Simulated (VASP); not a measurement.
In3Sb:

```
In Sb
1.0
     4.83696    0.00000    0.00000
     0.00000    4.83696    0.00000
     0.00000    0.00000    4.83696
In Sb
3 1
Cartesian
  2.4185 2.4185 0.0000
  2.4185 0.0000 2.4185
  0.0000 2.4185 2.4185
  0.0000 0.0000 0.0000
```

| Item | Value |
| --- | --- |
| Program | VASP 6.6.1 |
| Task | relaxation of cell and atoms |
| Functional | LDA |
| Potentials or basis | VASP PAW LDA potentials, release 64 (In_d, Sb) |
| Cutoff | 500 eV |
| k mesh | 4 × 4 × 4 |
| Occupations | fermi-dirac, width 0.1 eV |
| Spin | no spin polarisation |

At the start: pressure -4.4 GPa; volume 28.29 Å³/atom.

Task: How do energy, volume and symmetry change on relaxing?

Result: Over 3 steps the energy falls by 52.3 meV/atom and the volume is 24.98 Å³/atom (-11.7 %); space group Pm-3m (No. 221, to 0.1 Å) before and after.

The path:
```
step  energy change (eV)  largest force (eV/Å)  pressure (GPa)  volume (Å³)
   1              0.0000                0.0000           -4.42       113.17
   2             -0.2079                0.0000           -0.46       100.85
   3             -0.2092                0.0000           -0.01        99.93
```

Final structure:
```cif
data_structure
_symmetry_space_group_name_H-M 'P 1'
_symmetry_Int_Tables_number 1
_cell_length_a 4.6405
_cell_length_b 4.6405
_cell_length_c 4.6405
_cell_angle_alpha 90.000
_cell_angle_beta 90.000
_cell_angle_gamma 90.000
_cell_volume 99.93
loop_
_atom_site_label
_atom_site_type_symbol
_atom_site_fract_x
_atom_site_fract_y
_atom_site_fract_z
_atom_site_occupancy
In1 In 0.50000 0.50000 0.00000 1
In2 In 0.50000 0.00000 0.50000 1
In3 In 0.00000 0.50000 0.50000 1
Sb1 Sb 0.00000 0.00000 0.00000 1
```
